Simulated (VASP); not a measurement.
# N in VASP: notebook, part 3 of 3

VASP 6.6.1.

## (4) Relaxation of the atoms, PBE

Input file INCAR:

```
PREC = Accurate ; ENCUT = 520
EDIFF = 1E-6 ; ISMEAR = -1
SIGMA = 0.05 ; LREAL = Auto
LASPH = True ; NELM = 60
ALGO = Normal ; ISIF = 2
LWAVE = False ; LCHARG = False
GGA = PE ; IBRION = 2
NSW = 35 ; EDIFFG = -0.3
```

Input file KPOINTS:

```
Automatic mesh
0
Gamma
  1 1 1
```

Input file POSCAR:

```
N
1.0
    7.4745810000      0.0000000000      0.0000000000
    0.0000000000      7.4745810000      0.0000000000
    0.0000000000      0.0000000000      7.4745810000
N
16
Direct
    0.2083228000      0.2020974000      0.7802371000
    0.1957356000      0.1785247000      0.9290329000
    0.4535087000      0.4350468000      0.5384071000
    0.4477744000      0.2970376000      0.4769672000
    0.8284615000      0.6440659000      0.8045186000
    0.7929594000      0.7027212000      0.6697839000
    0.3329720000      0.7685978000      0.1122018000
    0.3505595000      0.6258944000      0.0655038000
    0.2237611000      0.6644975000      0.6285278000
    0.3088980000      0.7710436000      0.5633056000
    0.0279892000      0.9640762000      0.3512828000
    0.0003806000      0.9054465000      0.2147009000
    0.6589488000      0.1598068000      0.8155575000
    0.6926700000      0.1346736000      0.6703491000
    0.8933074000      0.3998507000      0.2789307000
    0.9108350000      0.3844098000      0.1295699000
```

Potentials or basis: VASP PAW PBE potentials, release 64 (N).

The run is started by

```bash
> cat potpaw_PBE.64/N/POTCAR > POTCAR
> mpirun -np 1 vasp_gam > vasp.out
```

OUTCAR:

```text
PREC = Accurate
   ENCUT = 520
   EDIFF = 1E-6
   ISMEAR = -1
   LREAL = Auto
   LASPH = True
   NELM = 60
   ISIF = 2
   GGA = PE
   IBRION = 2
   NSW = 35
   EDIFFG = -0.3

 ion  position               nearest neighbor table
   1  0.208  0.202  0.780-   2 1.13
   2  0.196  0.179  0.929-   1 1.13
   3  0.454  0.435  0.538-   4 1.13
   4  0.448  0.297  0.477-   3 1.13
   5  0.828  0.644  0.805-   6 1.13
   6  0.793  0.703  0.670-   5 1.13
[... 8 lines left out ...]
  15  0.893  0.400  0.279-  16 1.13
  16  0.911  0.384  0.130-  15 1.13

  LATTYP: Found a simple cubic cell.
 ALAT       =     7.4745810000

  Lattice vectors:

 A1 = (   7.4745810000,   0.0000000000,   0.0000000000)
 A2 = (   0.0000000000,   7.4745810000,   0.0000000000)
 A3 = (   0.0000000000,   0.0000000000,   7.4745810000)

Analysis of symmetry for initial positions (statically):
=====================================================================
 Subroutine PRICEL returns:
 Original cell was already a primitive cell.

 Routine SETGRP: Setting up the symmetry group for a
 simple cubic supercell.

 Subroutine GETGRP returns: Found  1 space group operations
 (whereof  1 operations were pure point group operations)
 out of a pool of 48 trial point group operations.

The static configuration has the point symmetry C_1 .

Analysis of symmetry for dynamics (positions and initial velocities):
=====================================================================
 Subroutine PRICEL returns:
 Original cell was already a primitive cell.

 Routine SETGRP: Setting up the symmetry group for a
 simple cubic supercell.

 Subroutine GETGRP returns: Found  1 space group operations
 (whereof  1 operations were pure point group operations)
 out of a pool of 48 trial point group operations.

The dynamic configuration has the point symmetry C_1 .

 Subroutine INISYM returns: Found  1 space group operations
 (whereof  1 operations are pure point group operations),
 and found     1 'primitive' translations

----------------------------------------------------------------------------------------

                                     Primitive cell

  volume of cell :     417.6001

  direct lattice vectors                    reciprocal lattice vectors
     7.474581000  0.000000000  0.000000000     0.133786763  0.000000000  0.000000000
     0.000000000  7.474581000  0.000000000     0.000000000  0.133786763  0.000000000
     0.000000000  0.000000000  7.474581000     0.000000000  0.000000000  0.133786763

  length of vectors
     7.474581000  7.474581000  7.474581000     0.133786763  0.133786763  0.133786763

  position of ions in fractional coordinates (direct lattice)
     0.208322800  0.202097400  0.780237100
     0.195735600  0.178524700  0.929032900
     0.453508700  0.435046800  0.538407100
     0.447774400  0.297037600  0.476967200
     0.828461500  0.644065900  0.804518600
     0.792959400  0.702721200  0.669783900
[... 8 lines left out ...]
     0.893307400  0.399850700  0.278930700
     0.910835000  0.384409800  0.129569900

  ion indices of the primitive-cell ions
   primitive index   ion index
                 1           1
                 2           2
                 3           3
                 4           4
                 5           5
                 6           6
[... 8 lines left out ...]
                15          15
                16          16

----------------------------------------------------------------------------------------

 KPOINTS: Automatic mesh

Automatic generation of k-mesh.
 Grid dimensions read from file:
 generate k-points for:    1    1    1

 Generating k-lattice:

  Cartesian coordinates                     Fractional coordinates (reciprocal lattice)
     0.133786763  0.000000000  0.000000000     1.000000000  0.000000000  0.000000000
     0.000000000  0.133786763  0.000000000     0.000000000  1.000000000  0.000000000
     0.000000000  0.000000000  0.133786763     0.000000000  0.000000000  1.000000000

  Length of vectors
     0.133786763  0.133786763  0.133786763

  Shift w.r.t. Gamma in fractional coordinates (k-lattice)
     0.000000000  0.000000000  0.000000000

 Subroutine IBZKPT returns following result:
 ===========================================

 Found      1 irreducible k-points:

 Following reciprocal coordinates:
            Coordinates               Weight
  0.000000  0.000000  0.000000      1.000000
   k-points           NKPTS =      1   k-points in BZ     NKDIM =      1   number of bands    NBANDS=     49
   number of dos      NEDOS =    301   number of ions     NIONS =     16
   total plane-waves  NPLWV = 175616
   dimension x,y,z NGX =    56 NGY =   56 NGZ =   56
   dimension x,y,z NGXF=   112 NGYF=  112 NGZF=  112
   ions per type =              16
   NGX,Y,Z   is equivalent  to a cutoff of  12.46, 12.46, 12.46 a.u.
   NGXF,Y,Z  is equivalent  to a cutoff of  24.91, 24.91, 24.91 a.u.
 SYSTEM =  unknown system
   PREC   = accura    normal or accurate (medium, high low for compatibility)
   ISTART =      0    job   : 0-new  1-cont  2-samecut
   ICHARG =      2    charge: 1-file 2-atom 10-const
   ISPIN  =      1    spin polarized calculation?
   LNONCOLLINEAR =      F non collinear calculations
   LSORBIT =      F    spin-orbit coupling
   LASPH  =      T    aspherical Exc in radial PAW
   ENCUT  =  520.0 eV  38.22 Ry    6.18 a.u.  13.90 13.90 13.90*2*pi/ulx,y,z
   NELM   =     60;   NELMIN=  2; NELMDL= -5     # of ELM steps
   EDIFF  = 0.1E-05   stopping-criterion for ELM
   LREAL  =      T    real-space projection
   EDIFFG = -.3E+00   stopping-criterion for IOM
   NSW    =     35    number of steps for IOM
   IBRION =      2    ionic relax: 0-MD 1-quasi-New 2-CG
   NFREE  =      1    steps in history (QN), initial steepest desc. (CG)
   ISIF   =      2    stress and relaxation
   ISYM   =      2    0-nonsym 1-usesym 2-fastsym
   POTIM  = 0.5000    time-step for ionic-motion
   TEBEG  =    0.0;   TEEND  =   0.0 temperature during run
   PSTRESS=    0.0 pullay stress
   NELECT =      80.0000    total number of electrons
   NUPDOWN=      -1.0000    fix difference up-down
   EMIN   =  10.00;   EMAX   =-10.00  energy-range for DOS
   EFERMI =   0.00;   METHOD = LEGACY
   ISMEAR =    -1;   SIGMA  =   0.05  broadening in eV -4-tet -1-fermi 0-gaus
   EFERMI_NEDOS =   21; number of points for ismear=-14 and -15
   IALGO  =     38    algorithm
   IMIX   =      4    mixing-type and parameters
     AMIX     =   0.40;   BMIX     =  1.00
     AMIX_MAG =   1.60;   BMIX_MAG =  1.00
  volume/ion in A,a.u.               =      26.10       176.13
  Fermi-wavevector in a.u.,A,eV,Ry     =   0.943738  1.783406 12.117905  0.890641
  Thomas-Fermi vector in A             =   2.071474
   LORBIT       =      0    0 simple, 1 ext, 2 COOP (PROOUT), +10 PAW based schemes
   GGA     = PE    functional components
   LHFCALC =     F    Hartree Fock is set to
   AEXX    =    0.0000 exact exchange contribution
   IVDW    =     0    specifies the selected vdW correction
   LEPSILON=     F    determine dielectric tensor
   LRPA    =     F    only Hartree local field effects (RPA)
 conjugate gradient relaxation of ions
 non-spin polarized calculation
  energy-cutoff  :      520.00
  volume of cell :      417.60
 maximum number of plane-waves:      5562
 NGX is ok and might be reduce to    54
   NGX = 27   NGY = 27   NGZ = 27

--------------------------------------- Ionic step        1  -------------------------------------------

 number of electron      79.9999996 magnetization

 Free energy of the ion-electron system (eV)
  ---------------------------------------------------
  ext. energy  EPLUGINS =         0.00000000
  ---------------------------------------------------
  free energy    TOTEN  =      -132.53098554 eV

  energy without entropy =     -132.53098554  energy(sigma->0) =     -132.53098554

------------------------ aborting loop because EDIFF is reached ----------------------------------------

  FORCE on cell =-STRESS in cart. coord.  units (eV):
  Direction    XX          YY          ZZ          XY          YZ          ZX
  --------------------------------------------------------------------------------------
  -------------------------------------------------------------------------------------
  Total        1.3176039     -4.3431883    -11.9691690     -2.6278208     -1.5707245      0.6101711
  in kB        5.0551599    -16.6632108    -45.9212843    -10.0819785     -6.0262902      2.3410014
  external PRESSURE =     -19.1764450 kB  Pullay stress =       0.0000000 kB
[... 131 lines left out ...]
  FREE ENERGIE OF THE ION-ELECTRON SYSTEM (eV)
  ---------------------------------------------------
  free  energy   TOTEN  =      -132.6503665336 eV

  energy  without entropy=     -132.6503665335  energy(sigma->0) =     -132.65036653

[... ionic steps 4 to 29 ...]

--------------------------------------- Ionic step       30  -------------------------------------------

 number of electron      80.0000002 magnetization

------------------------ aborting loop because EDIFF is reached ----------------------------------------
[... 95 lines left out ...]
--------------------------------------- Ionic step       32  -------------------------------------------

 number of electron      79.9999997 magnetization

 Free energy of the ion-electron system (eV)
  ---------------------------------------------------
  ext. energy  EPLUGINS =         0.00000000
  ---------------------------------------------------
  free energy    TOTEN  =      -133.08538526 eV

  energy without entropy =     -133.08538526  energy(sigma->0) =     -133.08538526

 E-fermi :  -5.5667     XC(G=0):  -5.8925

 val. band max:       -6.8477070729   @ k =   0.0000   0.0000   0.0000
 cond. band min:       0.3751513513   @ k =   0.0000   0.0000   0.0000
 fundamental gap:      7.2228584243
 Fermi energy:        -5.5666572812

 k-point     1 :       0.0000    0.0000    0.0000
  band No.  band energies     occupation
      1     -25.3028      2.00000
      2     -25.2786      2.00000
      3     -25.2126      2.00000
      4     -25.1539      2.00000
      5     -25.1487      2.00000
      6     -25.1277      2.00000
[... 84 lines left out ...]
  FREE ENERGIE OF THE ION-ELECTRON SYSTEM (eV)
  ---------------------------------------------------
  free  energy   TOTEN  =      -133.0853852601 eV

  energy  without entropy=     -133.0853852601  energy(sigma->0) =     -133.08538526

 reached required accuracy - stopping structural energy minimisation
```

It took 8.5 min on 1 thread of Intel Xeon Platinum 8488C (Sapphire Rapids), shared host; peak memory 0.41 GiB.

What came out:

```yaml
Free_energy: -133.0854 eV
Pressure_after_relaxing: 0.4 GPa
Largest_force_after_relaxing: 0.204 eV/Å
```

Forces in eV/Å, atoms in the order of the input:
```
N   -0.015  0.023 -0.013
N    0.033 -0.016  0.027
N   -0.119  0.048 -0.099
N    0.006  0.026 -0.051
N   -0.076 -0.013  0.054
N   -0.083 -0.032 -0.035
N    0.049 -0.047 -0.013
N    0.022  0.019  0.007
N    0.203 -0.002 -0.021
N    0.049 -0.050  0.050
N   -0.075  0.037 -0.084
N   -0.045 -0.003  0.020
N    0.028 -0.043  0.024
N    0.028  0.005  0.091
N    0.010  0.055  0.067
N   -0.015 -0.008 -0.025
```

Final structure:
```cif
data_structure
_symmetry_space_group_name_H-M 'P 1'
_symmetry_Int_Tables_number 1
_cell_length_a 7.4746
_cell_length_b 7.4746
_cell_length_c 7.4746
_cell_angle_alpha 90.000
_cell_angle_beta 90.000
_cell_angle_gamma 90.000
_cell_volume 417.60
loop_
_atom_site_label
_atom_site_type_symbol
_atom_site_fract_x
_atom_site_fract_y
_atom_site_fract_z
_atom_site_occupancy
N1 N 0.19074 0.19542 0.78757 1
N2 N 0.20284 0.17457 0.93447 1
N3 N 0.51607 0.38358 0.50693 1
N4 N 0.42060 0.30270 0.42609 1
N5 N 0.82118 0.64877 0.80445 1
N6 N 0.78829 0.70143 0.66920 1
N7 N 0.36171 0.76212 0.10235 1
N8 N 0.35460 0.61825 0.06440 1
N9 N 0.19359 0.71431 0.64100 1
N10 N 0.29437 0.80358 0.57729 1
N11 N 0.01346 0.97489 0.34924 1
N12 N 0.97495 0.90967 0.22102 1
N13 N 0.66652 0.14952 0.82607 1
N14 N 0.73115 0.10906 0.69816 1
N15 N 0.89132 0.40594 0.28357 1
N16 N 0.90569 0.38399 0.13707 1
```

Caveat: the k points lie up to 0.84 Å⁻¹ apart; the standard files for N, O and F lose accuracy on very short bonds; the relaxation stopped at a loose force limit of 0.3 eV/Å, so its end isn't a converged minimum.

## (5) Summary

| task | cell | pressure (GPa) | largest force (eV/Å) |
| --- | --- | --- | --- |
| single point | as given, atomic positions A | 3.6 | 6.84 |
| single point | as given, atomic positions B | 3.7 | 6.96 |
| relaxation of the atoms | atoms relaxed, atomic positions C | 0.4 | 0.20 |

Alike in all rows: level PBE; potentials or basis VASP PAW PBE potentials, release 64 (N); no spin polarisation; k mesh 1 × 1 × 1; cutoff (eV) 520; smearing fermi-dirac 0.05 eV.

Caveats: all runs use coarse meshes; the standard files for N, O and F lose accuracy on very short bonds; the atoms stand as in a frame of molecular dynamics (at least some runs); the relaxation stopped at a loose force limit of 0.3 eV/Å, so its end isn't a converged minimum (at least some runs).

Total energies depend on the potentials used, so only differences within one code and one set of settings carry meaning.
